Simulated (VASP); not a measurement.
# TiTe2 (Fm-3m) in VASP: a series of runs

TiTe2 is run at these levels: HSE06; tasks: single point.

All numbers are computed with VASP 6.6.1; they aren't measurements. Logs are shortened: lines on timing, memory, paths and dates and some standing lists are left out, and cuts for length are marked.

**1. The cell of the first run**

It takes space group Fm-3m (No. 225, cubic). The conventional cell has a = 6.851 Å, b = 6.851 Å, c = 6.851 Å, α = 90.00°, β = 90.00°, γ = 90.00°. Ti (site symmetry m-3m) has 8 Te at 2.97 Å within 3.9 Å. Within 3.9 Å of Te (site symmetry -43m) lie 4 Ti at 2.97 Å and 6 Te at 3.43 Å.

**2. Single point, HSE06**

The input, POSCAR:

```
TiTe2
1.0
    0.0000000000      3.4254472066      3.4254472066
    3.4254472066      0.0000000000      3.4254472066
    3.4254472066      3.4254472066      0.0000000000
Ti Te
1 2
Direct
    0.0000000000      0.0000000000      0.0000000000
    0.2500000000      0.2500000000      0.2500000000
    0.7500000000      0.7500000000      0.7500000000
```

The input, INCAR.step1:

```
PREC = Accurate ; ENCUT = 520
EDIFF = 1E-5 ; ISMEAR = -1
SIGMA = 0.02 ; LREAL = False
LASPH = True ; NELM = 80
ALGO = Normal ; ISIF = 2
LWAVE = True ; LCHARG = False
NBANDS = 19 ; GGA = PE
```

The input, INCAR.step2:

```
PREC = Accurate ; ENCUT = 520
EDIFF = 1E-6 ; ISMEAR = -1
SIGMA = 0.02 ; LREAL = False
LASPH = True ; NELM = 80
ALGO = Normal ; ISIF = 2
LWAVE = False ; LCHARG = False
GGA = PE ; LHFCALC = True
HFSCREEN = 0.2079 ; PRECFOCK = Normal
NBANDS = 19 ; ISTART = 1
```

The input, KPOINTS:

```
Automatic mesh
0
Gamma
  4 4 4
```

Potentials or basis: VASP PAW PBE potentials, release 64 (Ti_sv, Te).

Started as:

```sh
> cat potpaw_PBE.64/Ti_sv/POTCAR potpaw_PBE.64/Te/POTCAR > POTCAR
> cp INCAR.step1 INCAR
> mpirun -np 1 vasp_std > vasp.out
> cp INCAR.step2 INCAR
> mpirun -np 1 vasp_std > vasp.out
```

OUTCAR:

```text
PREC = Accurate
   ENCUT = 520
   EDIFF = 1E-6
   ISMEAR = -1
   LREAL = False
   LASPH = True
   NELM = 80
   ISIF = 2
   GGA = PE
   LHFCALC = True
   HFSCREEN = 0.2079
   PRECFOCK = Normal
   ISTART = 1

 ion  position               nearest neighbor table
   1  0.000  0.000  0.000-   2 2.97   3 2.97   3 2.97   3 2.97   3 2.97   2 2.97   2 2.97   2 2.97

   2  0.250  0.250  0.250-   1 2.97   1 2.97   1 2.97   1 2.97   3 3.43   3 3.43   3 3.43   3 3.43
                             3 3.43   3 3.43
   3  0.750  0.750  0.750-   1 2.97   1 2.97   1 2.97   1 2.97   2 3.43   2 3.43   2 3.43   2 3.43
                             2 3.43   2 3.43

  LATTYP: Found a face centered cubic cell.
 ALAT       =     6.8508944132

  Lattice vectors:

 A1 = (   0.0000000000,   3.4254472066,   3.4254472066)
 A2 = (   3.4254472066,   0.0000000000,   3.4254472066)
 A3 = (   3.4254472066,   3.4254472066,   0.0000000000)

Analysis of symmetry for initial positions (statically):
=====================================================================
 Subroutine PRICEL returns:
 Original cell was already a primitive cell.

 Routine SETGRP: Setting up the symmetry group for a
 face centered cubic supercell.

 Subroutine GETGRP returns: Found 48 space group operations
 (whereof 48 operations were pure point group operations)
 out of a pool of 48 trial point group operations.

The static configuration has the point symmetry O_h .

Analysis of symmetry for dynamics (positions and initial velocities):
=====================================================================
 Subroutine PRICEL returns:
 Original cell was already a primitive cell.

 Routine SETGRP: Setting up the symmetry group for a
 face centered cubic supercell.

 Subroutine GETGRP returns: Found 48 space group operations
 (whereof 48 operations were pure point group operations)
 out of a pool of 48 trial point group operations.

The dynamic configuration has the point symmetry O_h .

 Subroutine INISYM returns: Found 48 space group operations
 (whereof 48 operations are pure point group operations),
 and found     1 'primitive' translations

----------------------------------------------------------------------------------------

                                     Primitive cell

  volume of cell :      80.3863

  direct lattice vectors                    reciprocal lattice vectors
     0.000000000  3.425447207  3.425447207    -0.145966342  0.145966342  0.145966342
     3.425447207  0.000000000  3.425447207     0.145966342 -0.145966342  0.145966342
     3.425447207  3.425447207  0.000000000     0.145966342  0.145966342 -0.145966342

  length of vectors
     4.844313897  4.844313897  4.844313897     0.252821121  0.252821121  0.252821121

  position of ions in fractional coordinates (direct lattice)
     0.000000000  0.000000000  0.000000000
     0.250000000  0.250000000  0.250000000
     0.750000000  0.750000000  0.750000000

  ion indices of the primitive-cell ions
   primitive index   ion index
                 1           1
                 2           2
                 3           3

----------------------------------------------------------------------------------------

 KPOINTS: Automatic mesh

Automatic generation of k-mesh.
 Grid dimensions read from file:
 generate k-points for:    4    4    4

 Generating k-lattice:

  Cartesian coordinates                     Fractional coordinates (reciprocal lattice)
    -0.036491586  0.036491586  0.036491586     0.250000000  0.000000000  0.000000000
     0.036491586 -0.036491586  0.036491586     0.000000000  0.250000000  0.000000000
     0.036491586  0.036491586 -0.036491586     0.000000000  0.000000000  0.250000000

  Length of vectors
     0.063205280  0.063205280  0.063205280

  Shift w.r.t. Gamma in fractional coordinates (k-lattice)
     0.000000000  0.000000000  0.000000000

 Subroutine IBZKPT returns following result:
 ===========================================

 Found      8 irreducible k-points:

 Following reciprocal coordinates:
            Coordinates               Weight
  0.000000  0.000000  0.000000      1.000000
  0.250000  0.000000  0.000000      8.000000
  0.500000  0.000000  0.000000      4.000000
  0.250000  0.250000  0.000000      6.000000
  0.500000  0.250000  0.000000     24.000000
 -0.250000  0.250000  0.000000     12.000000
  0.500000  0.500000  0.000000      3.000000
 -0.250000  0.500000  0.250000      6.000000
   k-points           NKPTS =      8   k-points in BZ     NKDIM =     64   number of bands    NBANDS=     19
   number of dos      NEDOS =    301   number of ions     NIONS =      3
   total plane-waves  NPLWV =  46656
   dimension x,y,z NGX =    36 NGY =   36 NGZ =   36
   dimension x,y,z NGXF=    72 NGYF=   72 NGZF=   72
   ions per type =               1   2
   NGX,Y,Z   is equivalent  to a cutoff of  12.35, 12.35, 12.35 a.u.
   NGXF,Y,Z  is equivalent  to a cutoff of  24.71, 24.71, 24.71 a.u.
 SYSTEM =  unknown system
   PREC   = accura    normal or accurate (medium, high low for compatibility)
   ISTART =      1    job   : 0-new  1-cont  2-samecut
   ICHARG =      0    charge: 1-file 2-atom 10-const
   ISPIN  =      1    spin polarized calculation?
   LNONCOLLINEAR =      F non collinear calculations
   LSORBIT =      F    spin-orbit coupling
   LASPH  =      T    aspherical Exc in radial PAW
   ENCUT  =  520.0 eV  38.22 Ry    6.18 a.u.   9.01  9.01  9.01*2*pi/ulx,y,z
   NELM   =     80;   NELMIN=  2; NELMDL=  0     # of ELM steps
   EDIFF  = 0.1E-05   stopping-criterion for ELM
   LREAL  =      F    real-space projection
   EDIFFG = 0.1E-04   stopping-criterion for IOM
   NSW    =      0    number of steps for IOM
   IBRION =     -1    ionic relax: 0-MD 1-quasi-New 2-CG
   NFREE  =      0    steps in history (QN), initial steepest desc. (CG)
   ISIF   =      2    stress and relaxation
   ISYM   =      3    0-nonsym 1-usesym 2-fastsym
   POTIM  = 0.5000    time-step for ionic-motion
   TEBEG  =    0.0;   TEEND  =   0.0 temperature during run
   PSTRESS=    0.0 pullay stress
   NELECT =      24.0000    total number of electrons
   NUPDOWN=      -1.0000    fix difference up-down
   EMIN   =  10.00;   EMAX   =-10.00  energy-range for DOS
   EFERMI =   0.00;   METHOD = LEGACY
   ISMEAR =    -1;   SIGMA  =   0.02  broadening in eV -4-tet -1-fermi 0-gaus
   EFERMI_NEDOS =   21; number of points for ismear=-14 and -15
   IALGO  =     38    algorithm
   IMIX   =      1    mixing-type and parameters
     AMIX     =   0.40;   BMIX     =  1.00
     AMIX_MAG =   1.60;   BMIX_MAG =  1.00
  volume/ion in A,a.u.               =      26.80       180.82
  Fermi-wavevector in a.u.,A,eV,Ry     =   1.094170  2.067681 16.288991  1.197207
  Thomas-Fermi vector in A             =   2.230469
   LORBIT       =      0    0 simple, 1 ext, 2 COOP (PROOUT), +10 PAW based schemes
   GGA     = PE    functional components
   LHFCALC =     T    Hartree Fock is set to
   PRECFOCK=normal    Normal, Fast or Accurate (Low or Medium for compatibility)
   ENCUT4O =  -1.0   cutoff for four orbital integrals eV
   NKREDX  =     1    reduce k-point grid by
   NKREDY  =     1    reduce k-point grid by
   NKREDZ  =     1    reduce k-point grid by
   AEXX    =    0.2500 exact exchange contribution
   HFSCREEN=    0.2079 screening length (either q_TF or 0.3 A-1)
   HFSCREENC=   0.2079 screening length for correlation (either q_TF or 0.3 A-1)
   ENCUTFOCK=  -1.0 apply spherical cutoff to Coloumb kernel
   IVDW    =     0    specifies the selected vdW correction
   LEPSILON=     F    determine dielectric tensor
   LRPA    =     F    only Hartree local field effects (RPA)
 non-spin polarized calculation
  energy-cutoff  :      520.00
  volume of cell :       80.39
 maximum number of plane-waves:      2200
  NGX = 28; NGY = 28; NGZ = 28

 number of electron      23.9999997 magnetization

 Free energy of the ion-electron system (eV)
  ---------------------------------------------------
  ext. energy  EPLUGINS =         0.00000000
  ---------------------------------------------------
  free energy    TOTEN  =       -18.53107733 eV

  energy without entropy =      -18.52489658  energy(sigma->0) =      -18.52798695

 E-fermi :   7.8200     XC(G=0):  -8.1592

 val. band max:        7.3107431540   @ k =   0.5000   0.5000   0.0000
 cond. band min:       7.8225367088   @ k =  -0.2500   0.2500   0.0000
 fundamental gap:      0.5117935548
 Fermi energy:         7.8199976095

 k-point     1 :       0.0000    0.0000    0.0000
  band No.  band energies     occupation
      1     -55.4584      2.00000
      2     -30.0722      2.00000
      3     -30.0722      2.00000
      4     -30.0722      2.00000
      5      -7.3018      2.00000
      6      -2.9178      2.00000
[... 11 lines left out ...]
     18      10.7124      0.00000
     19      10.7124      0.00000

 k-point     2 :       0.2500    0.0000    0.0000
  band No.  band energies     occupation
      1     -55.4584      2.00000
      2     -30.0744      2.00000
      3     -30.0726      2.00000
      4     -30.0726      2.00000
      5      -6.7981      2.00000
      6      -3.8652      2.00000
[... 11 lines left out ...]
     18      12.0494      0.00000
     19      12.2976      0.00000

 k-point     3 :       0.5000    0.0000    0.0000
  band No.  band energies     occupation
      1     -55.4584      2.00000
      2     -30.0765      2.00000
      3     -30.0729      2.00000
      4     -30.0729      2.00000
      5      -5.5811      2.00000
      6      -5.3781      2.00000
[... 11 lines left out ...]
     18      13.7159      0.00000
     19      14.0389      0.00000

 k-point     4 :       0.2500    0.2500    0.0000
  band No.  band energies     occupation
      1     -55.4584      2.00000
      2     -30.0742      2.00000
      3     -30.0731      2.00000
      4     -30.0731      2.00000
      5      -6.6584      2.00000
      6      -3.8944      2.00000
[... 11 lines left out ...]
     18      10.6285      0.00000
     19      13.3255      0.00000

 k-point     5 :       0.5000    0.2500    0.0000
  band No.  band energies     occupation
      1     -55.4584      2.00000
      2     -30.0756      2.00000
      3     -30.0739      2.00000
      4     -30.0734      2.00000
      5      -5.7622      2.00000
      6      -4.8591      2.00000
[... 11 lines left out ...]
     18      11.5556      0.00000
     19      14.4180      0.00000

 k-point     6 :      -0.2500    0.2500    0.0000
  band No.  band energies     occupation
      1     -55.4584      2.00000
      2     -30.0752      2.00000
      3     -30.0741      2.00000
      4     -30.0729      2.00000
      5      -6.0628      2.00000
      6      -4.6697      2.00000
[... 11 lines left out ...]
     18      12.1882      0.00000
     19      13.1797      0.00000

 k-point     7 :       0.5000    0.5000    0.0000
  band No.  band energies     occupation
      1     -55.4584      2.00000
      2     -30.0757      2.00000
      3     -30.0739      2.00000
      4     -30.0739      2.00000
      5      -5.7329      2.00000
      6      -4.5437      2.00000
[... 11 lines left out ...]
     18      11.0711      0.00000
     19      14.2145      0.00000

 k-point     8 :      -0.2500    0.5000    0.2500
  band No.  band energies     occupation
      1     -55.4584      2.00000
      2     -30.0749      2.00000
      3     -30.0749      2.00000
      4     -30.0738      2.00000
      5      -5.2261      2.00000
      6      -5.2261      2.00000
[... 11 lines left out ...]
     18      12.0333      0.00000
     19      12.3680      0.00000

------------------------ aborting loop because EDIFF is reached ----------------------------------------

  FORCE on cell =-STRESS in cart. coord.  units (eV):
  Direction    XX          YY          ZZ          XY          YZ          ZX
  --------------------------------------------------------------------------------------
  -------------------------------------------------------------------------------------
  Total       -0.1927324     -0.1927324     -0.1927324     -0.0000000     -0.0000000      0.0000000
  in kB       -3.8413465     -3.8413465     -3.8413465     -0.0000000     -0.0000000      0.0000000
  external PRESSURE =      -3.8413465 kB  Pullay stress =       0.0000000 kB

 VOLUME and BASIS-vectors are now :
 -----------------------------------------------------------------------------
  energy-cutoff  :      520.00
  volume of cell :       80.39
      direct lattice vectors                 reciprocal lattice vectors
     0.000000000  3.425447207  3.425447207    -0.145966342  0.145966342  0.145966342
     3.425447207  0.000000000  3.425447207     0.145966342 -0.145966342  0.145966342
     3.425447207  3.425447207  0.000000000     0.145966342  0.145966342 -0.145966342

 POSITION                                       TOTAL-FORCE (eV/Angst)
 -----------------------------------------------------------------------------------
      0.00000      0.00000      0.00000         0.000000     -0.000000     -0.000000
      1.71272      1.71272      1.71272         0.000000      0.000000      0.000000
      5.13817      5.13817      5.13817        -0.000000     -0.000000     -0.000000
 -----------------------------------------------------------------------------------
    total drift:                                0.000004      0.000002      0.000002

  FREE ENERGIE OF THE ION-ELECTRON SYSTEM (eV)
  ---------------------------------------------------
  free  energy   TOTEN  =       -18.5310773274 eV

  energy  without entropy=      -18.5248965755  energy(sigma->0) =      -18.52798695
```

Run time: 21 min. Hardware: 1 thread of Intel Xeon Platinum 8488C (Sapphire Rapids), shared host; peak memory 0.33 GiB.

What came out:

- Free energy: -18.5311 eV
- Pressure: -0.4 GPa
- Band gap on the k mesh: zero (bands 12 and 13 overlap by 0.39 eV)

Caveat: the k points lie up to 0.40 Å⁻¹ apart; the PAW data sets were made with another functional, which shifts forces and pressure a little; spin-orbit coupling is left out, which moves the levels of the heavy elements.

**3. Single point, HSE06**

This run uses another cell than the first one, of 27.14 Å³/atom.

The input, POSCAR:

```
TiTe2
1.0
    0.0000000000      3.4401227511      3.4401227511
    3.4401227511      0.0000000000      3.4401227511
    3.4401227511      3.4401227511      0.0000000000
Ti Te
1 2
Direct
    0.0000000000      0.0000000000      0.0000000000
    0.2500000000      0.2500000000      0.2500000000
    0.7500000000      0.7500000000      0.7500000000
```

The input, INCAR.step1:

```
PREC = Accurate
ENCUT = 520
EDIFF = 1E-5
ISMEAR = -1
SIGMA = 0.02
LREAL = False
LASPH = True
NELM = 100
ALGO = Normal
ISIF = 2
LWAVE = True
NBANDS = 19
GGA = PE
```

The input, INCAR.step2:

```
PREC = Accurate
ENCUT = 520
EDIFF = 1E-7
ISMEAR = -1
SIGMA = 0.02
LREAL = False
LASPH = True
NELM = 100
ALGO = Normal
ISIF = 2
LWAVE = False
LCHARG = True
GGA = PE
LHFCALC = True
HFSCREEN = 0.2079
PRECFOCK = Normal
LELF = True
LVHAR = True
NBANDS = 19
ISTART = 1
```

The input, KPOINTS:

```
regular mesh
0
Gamma
  4 4 4
```

Potentials or basis: VASP PAW PBE potentials, release 64 (Ti_sv, Te).

Started as:

```sh
> cat potpaw_PBE.64/Ti_sv/POTCAR potpaw_PBE.64/Te/POTCAR > POTCAR
> cp INCAR.step1 INCAR
> mpirun -np 1 vasp_std > vasp.out
> cp INCAR.step2 INCAR
> mpirun -np 1 vasp_std > vasp.out
```

Run time: 34 min. Hardware: 1 thread of Intel Xeon Platinum 8488C (Sapphire Rapids), shared host; peak memory 0.33 GiB.

Results (log left out):

| Item | Value |
| --- | --- |
| Free energy | -18.5258 eV |
| Pressure | -1.3 GPa |
| Band gap on the k mesh | zero (bands 12 and 13 overlap by 0.39 eV) |

Levels at points of the mesh, in eV from the Fermi level:
| k point | band 10 | band 11 | band 12 | band 13 | band 14 | band 15 |
| --- | --- | --- | --- | --- | --- | --- |
| (0.00, 0.00, 0.00) | -0.88 | -0.88 | -0.88 | 0.06 | 0.06 | 2.06 |
| (0.50, 0.00, 0.00) | -3.55 | -3.55 | -3.21 | 0.08 | 0.08 | 0.63 |
| (0.50, 0.50, 0.00) | -1.98 | -1.98 | -0.49 | 0.63 | 0.64 | 1.52 |

Caveat: the k points lie up to 0.40 Å⁻¹ apart; the PAW data sets were made with another functional, which shifts forces and pressure a little; spin-orbit coupling is left out, which moves the levels of the heavy elements.
